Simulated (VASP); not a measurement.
# BN (sol2) (P6_3mc) in VASP: further runs

The runs below take BN (sol2) through single point, with PBEsol.

Program: VASP 6.6.1. These are calculated values, not measurements. Logs are shortened: lines on timing, memory, paths and dates and some standing lists are left out, and cuts for length are marked.

## (1) The cell of the first run

It takes space group P6_3mc (No. 186, hexagonal). The conventional cell has a = 2.502 Å, b = 2.502 Å, c = 4.114 Å, α = 90.00°, β = 90.00°, γ = 120.00°. B (site symmetry 3m) has 4 N at 1.53 to 1.54 Å within 2.0 Å. N (site symmetry 3m) has 4 B at 1.53 to 1.54 Å within 2.0 Å.

## (2) Single point, PBEsol (strained cell)

INCAR

```
PREC     = Accurate       # precision mode
ENCUT    = 520            # plane-wave cutoff, eV
EDIFF    = 1E-7           # SCF threshold, eV
ISMEAR   = 0              # smearing method
SIGMA    = 0.02           # smearing width, eV
LREAL    = False          # projectors in reciprocal space
LASPH    = True           # aspherical terms in the spheres
NELM     = 80             # most SCF steps
ALGO     = Normal         # electronic algorithm
ISIF     = 2              # what is computed and relaxed
LWAVE    = False          # write WAVECAR
LCHARG   = False          # write CHGCAR
GGA      = PS             # functional
NBANDS   = 16             # bands
```

KPOINTS

```
regular mesh
0
Gamma
  9 9 6
```

POSCAR

```
BN
1.0
    2.5024521521      0.0000000000      0.0000000000
   -1.2512260761      2.1671871355      0.0000000000
    0.0000000000      0.0000000000      4.1143985808
B N
2 2
Direct
    0.3333333333      0.6666666667     -0.0001864914
    0.6666666667      0.3333333333      0.4998135086
    0.3333333333      0.6666666667      0.3741864914
    0.6666666667      0.3333333333      0.8741864914
```

Potentials or basis: VASP PAW PBE potentials, release 64 (B, N).

Run with:

```sh
$ cat potpaw_PBE.64/B/POTCAR potpaw_PBE.64/N/POTCAR > POTCAR
$ mpirun -np 1 vasp_std > vasp.out
```

OUTCAR:

```text
PREC = Accurate
   ENCUT = 520
   EDIFF = 1E-7
   ISMEAR = 0
   LREAL = False
   LASPH = True
   NELM = 80
   ISIF = 2
   GGA = PS

 ion  position               nearest neighbor table
   1  0.333  0.667  1.000-   4 1.53   4 1.53   4 1.53   3 1.54
   2  0.667  0.333  0.500-   3 1.53   3 1.53   3 1.53   4 1.54
   3  0.333  0.667  0.374-   2 1.53   2 1.53   2 1.53   1 1.54
   4  0.667  0.333  0.874-   1 1.53   1 1.53   1 1.53   2 1.54

  LATTYP: Found a hexagonal cell.
 ALAT       =     2.5024521521
 C/A-ratio  =     1.6441467532

  Lattice vectors:

 A1 = (   2.5024521521,   0.0000000000,   0.0000000000)
 A2 = (  -1.2512260761,   2.1671871355,   0.0000000000)
 A3 = (   0.0000000000,   0.0000000000,   4.1143985808)

Analysis of symmetry for initial positions (statically):
=====================================================================
 Subroutine PRICEL returns:
 Original cell was already a primitive cell.

 Routine SETGRP: Setting up the symmetry group for a
 hexagonal supercell.

 Subroutine GETGRP returns: Found 12 space group operations
 (whereof  6 operations were pure point group operations)
 out of a pool of 24 trial point group operations.

The static configuration has the point symmetry C_3v.
 The point group associated with its full space group is C_6v.

Analysis of symmetry for dynamics (positions and initial velocities):
=====================================================================
 Subroutine PRICEL returns:
 Original cell was already a primitive cell.

 Routine SETGRP: Setting up the symmetry group for a
 hexagonal supercell.

 Subroutine GETGRP returns: Found 12 space group operations
 (whereof  6 operations were pure point group operations)
 out of a pool of 24 trial point group operations.

The dynamic configuration has the point symmetry C_3v.
 The point group associated with its full space group is C_6v.

 Subroutine INISYM returns: Found 12 space group operations
 (whereof  6 operations are pure point group operations),
 and found     1 'primitive' translations

----------------------------------------------------------------------------------------

                                     Primitive cell

  volume of cell :      22.3135

  direct lattice vectors                    reciprocal lattice vectors
     2.502452152  0.000000000  0.000000000     0.399608040  0.230713810  0.000000000
    -1.251226076  2.167187135  0.000000000     0.000000000  0.461427619  0.000000000
     0.000000000  0.000000000  4.114398581     0.000000000  0.000000000  0.243048888

  length of vectors
     2.502452152  2.502452152  4.114398581     0.461427619  0.461427619  0.243048888

  position of ions in fractional coordinates (direct lattice)
     0.333333333  0.666666667  0.999813509
     0.666666667  0.333333333  0.499813509
     0.333333333  0.666666667  0.374186491
     0.666666667  0.333333333  0.874186491

  ion indices of the primitive-cell ions
   primitive index   ion index
                 1           1
                 2           2
                 3           3
                 4           4

----------------------------------------------------------------------------------------

 KPOINTS: regular mesh

Automatic generation of k-mesh.
 Grid dimensions read from file:
 generate k-points for:    9    9    6

 Generating k-lattice:

  Cartesian coordinates                     Fractional coordinates (reciprocal lattice)
     0.044400893  0.025634868  0.000000000     0.111111111  0.000000000  0.000000000
     0.000000000  0.051269735  0.000000000     0.000000000  0.111111111  0.000000000
     0.000000000  0.000000000  0.040508148     0.000000000  0.000000000  0.166666667

  Length of vectors
     0.051269735  0.051269735  0.040508148

  Shift w.r.t. Gamma in fractional coordinates (k-lattice)
     0.000000000  0.000000000  0.000000000

 Subroutine IBZKPT returns following result:
 ===========================================

 Found     48 irreducible k-points:

 Following reciprocal coordinates:
            Coordinates               Weight
  0.000000  0.000000  0.000000      1.000000
  0.111111 -0.000000  0.000000      6.000000
  0.222222 -0.000000  0.000000      6.000000
  0.333333 -0.000000  0.000000      6.000000
  0.444444 -0.000000  0.000000      6.000000
  0.111111  0.111111  0.000000      6.000000
[... 16 lines left out ...]
  0.333333  0.222222  0.166667     24.000000
  0.333333  0.333333  0.166667      4.000000
 [... further k-points ...]
   k-points           NKPTS =     48   k-points in BZ     NKDIM =     48   number of bands    NBANDS=     16
   number of dos      NEDOS =    301   number of ions     NIONS =      4
   total plane-waves  NPLWV =  12800
   dimension x,y,z NGX =    20 NGY =   20 NGZ =   32
   dimension x,y,z NGXF=    40 NGYF=   40 NGZF=   64
   ions per type =               2   2
   NGX,Y,Z   is equivalent  to a cutoff of  13.29, 13.29, 12.93 a.u.
   NGXF,Y,Z  is equivalent  to a cutoff of  26.57, 26.57, 25.86 a.u.
 SYSTEM =  unknown system
   PREC   = accura    normal or accurate (medium, high low for compatibility)
   ISTART =      0    job   : 0-new  1-cont  2-samecut
   ICHARG =      2    charge: 1-file 2-atom 10-const
   ISPIN  =      1    spin polarized calculation?
   LNONCOLLINEAR =      F non collinear calculations
   LSORBIT =      F    spin-orbit coupling
   LASPH  =      T    aspherical Exc in radial PAW
   ENCUT  =  520.0 eV  38.22 Ry    6.18 a.u.   4.65  4.65  7.65*2*pi/ulx,y,z
   NELM   =     80;   NELMIN=  2; NELMDL= -5     # of ELM steps
   EDIFF  = 0.1E-06   stopping-criterion for ELM
   LREAL  =      F    real-space projection
   EDIFFG = 0.1E-05   stopping-criterion for IOM
   NSW    =      0    number of steps for IOM
   IBRION =     -1    ionic relax: 0-MD 1-quasi-New 2-CG
   NFREE  =      0    steps in history (QN), initial steepest desc. (CG)
   ISIF   =      2    stress and relaxation
   ISYM   =      2    0-nonsym 1-usesym 2-fastsym
   POTIM  = 0.5000    time-step for ionic-motion
   TEBEG  =    0.0;   TEEND  =   0.0 temperature during run
   PSTRESS=    0.0 pullay stress
   NELECT =      16.0000    total number of electrons
   NUPDOWN=      -1.0000    fix difference up-down
   EMIN   =  10.00;   EMAX   =-10.00  energy-range for DOS
   EFERMI =   0.00;   METHOD = LEGACY
   ISMEAR =     0;   SIGMA  =   0.02  broadening in eV -4-tet -1-fermi 0-gaus
   EFERMI_NEDOS =   21; number of points for ismear=-14 and -15
   IALGO  =     38    algorithm
   IMIX   =      4    mixing-type and parameters
     AMIX     =   0.40;   BMIX     =  1.00
     AMIX_MAG =   1.60;   BMIX_MAG =  1.00
  volume/ion in A,a.u.               =       5.58        37.64
  Fermi-wavevector in a.u.,A,eV,Ry     =   1.465296  2.769008 29.212957  2.147092
  Thomas-Fermi vector in A             =   2.581170
   LORBIT       =      0    0 simple, 1 ext, 2 COOP (PROOUT), +10 PAW based schemes
   GGA     = PS    functional components
   LHFCALC =     F    Hartree Fock is set to
   AEXX    =    0.0000 exact exchange contribution
   IVDW    =     0    specifies the selected vdW correction
   LEPSILON=     F    determine dielectric tensor
   LRPA    =     F    only Hartree local field effects (RPA)
 non-spin polarized calculation
 Gauss-broadening in eV      SIGMA  =   0.02
  energy-cutoff  :      520.00
  volume of cell :       22.31
 maximum number of plane-waves:       616
 NGX is ok and might be reduce to    20
   NGX =  9   NGY =  9   NGZ = 15

 number of electron      15.9999999 magnetization

 Free energy of the ion-electron system (eV)
  ---------------------------------------------------
  ext. energy  EPLUGINS =         0.00000000
  ---------------------------------------------------
  free energy    TOTEN  =       -36.53756267 eV

  energy without entropy =      -36.53756267  energy(sigma->0) =      -36.53756267

 E-fermi :   8.3964     XC(G=0): -13.2876

 val. band max:        8.2539086182   @ k =   0.0000   0.0000   0.0000
 cond. band min:      13.1238639090   @ k =   0.3333   0.3333   0.0000
 fundamental gap:      4.8699552907
 Fermi energy:         8.3964394013

 k-point     1 :       0.0000    0.0000    0.0000
  band No.  band energies     occupation
      1     -12.8558      2.00000
      2      -8.3219      2.00000
      3      -3.3022      2.00000
      4       5.9410      2.00000
      5       5.9410      2.00000
      6       7.9687      2.00000
[... 8 lines left out ...]
     15      20.5357      0.00000
     16      25.1371      0.00000

 k-point     2 :       0.1111   -0.0000    0.0000
  band No.  band energies     occupation
      1     -12.5749      2.00000
      2      -8.1054      2.00000
      3      -3.0266      2.00000
      4       4.7190      2.00000
      5       5.4270      2.00000
      6       7.2511      2.00000
[... 8 lines left out ...]
     15      21.3531      0.00000
     16      24.6272      0.00000

 k-point     3 :       0.2222   -0.0000    0.0000
  band No.  band energies     occupation
      1     -11.7467      2.00000
      2      -7.5145      2.00000
      3      -2.2196      2.00000
      4       2.1145      2.00000
      5       4.3928      2.00000
      6       5.0111      2.00000
[... 8 lines left out ...]
     15      23.2861      0.00000
     16      23.9375      0.00000

 k-point     4 :       0.3333   -0.0000    0.0000
  band No.  band energies     occupation
      1     -10.4343      2.00000
      2      -6.8357      2.00000
      3      -1.0223      2.00000
      4      -0.3525      2.00000
      5       2.5425      2.00000
      6       3.4744      2.00000
[... 8 lines left out ...]
     15      24.9847      0.00000
     16      25.3808      0.00000
[... 324 lines left out ...]
 k-point    22 :       0.2222    0.2222    0.1667
  band No.  band energies     occupation
      1      -9.5402      2.00000
      2      -6.8579      2.00000
      3      -0.6922      2.00000
      4       0.3680      2.00000
      5       1.1837      2.00000
      6       2.4898      2.00000
[... 8 lines left out ...]
     15      24.1962      0.00000
     16      25.1731      0.00000

 k-point    23 :       0.3333    0.2222    0.1667
  band No.  band energies     occupation
      1      -8.1257      2.00000
      2      -6.7479      2.00000
      3      -1.3991      2.00000
      4      -0.1989      2.00000
      5       0.8750      2.00000
      6       2.2480      2.00000
[... 8 lines left out ...]
     15      24.8189      0.00000
     16      25.5398      0.00000

 k-point    24 :       0.3333    0.3333    0.1667
  band No.  band energies     occupation
      1      -7.1236      2.00000
      2      -7.1236      2.00000
      3      -1.4860      2.00000
      4       0.0952      2.00000
      5       0.0952      2.00000
      6       2.0194      2.00000
[... 8 lines left out ...]
     15      25.1852      0.00000
     16      25.1852      0.00000

 [... further k-points ...]

------------------------ aborting loop because EDIFF is reached ----------------------------------------

  FORCE on cell =-STRESS in cart. coord.  units (eV):
  Direction    XX          YY          ZZ          XY          YZ          ZX
  --------------------------------------------------------------------------------------
  -------------------------------------------------------------------------------------
  Total        2.8558725      2.8558725      3.8621673     -0.0000000      0.0000000      0.0000000
  in kB      205.0599477    205.0599477    277.3148409     -0.0000000      0.0000000      0.0000000
  external PRESSURE =     229.1449121 kB  Pullay stress =       0.0000000 kB

 VOLUME and BASIS-vectors are now :
 -----------------------------------------------------------------------------
  energy-cutoff  :      520.00
  volume of cell :       22.31
      direct lattice vectors                 reciprocal lattice vectors
     2.502452152  0.000000000  0.000000000     0.399608040  0.230713810  0.000000000
    -1.251226076  2.167187135  0.000000000     0.000000000  0.461427619  0.000000000
     0.000000000  0.000000000  4.114398581     0.000000000  0.000000000  0.243048888

 POSITION                                       TOTAL-FORCE (eV/Angst)
 -----------------------------------------------------------------------------------
     -0.00000      1.44479      4.11363         0.000000     -0.000000      0.001589
      1.25123      0.72240      2.05643        -0.000000      0.000000      0.001589
     -0.00000      1.44479      1.53955        -0.000000      0.000000     -0.001589
      1.25123      0.72240      3.59675         0.000000     -0.000000     -0.001589
 -----------------------------------------------------------------------------------
    total drift:                                0.000000      0.000000     -0.000137

  FREE ENERGIE OF THE ION-ELECTRON SYSTEM (eV)
  ---------------------------------------------------
  free  energy   TOTEN  =       -36.5375626736 eV

  energy  without entropy=      -36.5375626736  energy(sigma->0) =      -36.53756267
```

Run time: 8.6 s. Hardware: 1 thread of Intel Xeon Platinum 8559C (Emerald Rapids), shared host; peak memory 0.13 GiB.

Results:

```
Free energy            : -36.5376 eV
Pressure               : 22.9 GPa
Band gap on the k mesh : 4.87 eV, indirect (least direct gap 8.43 eV)
```

Stress tensor (GPa, compression positive):
```
20.51  0.00  0.00
 0.00 20.51  0.00
 0.00  0.00 27.73
```

Caveat: the cell differs from its parent crystal (strained cell); the PAW data sets were made with another functional, which shifts forces and pressure a little.

[end of part 1 of 2]
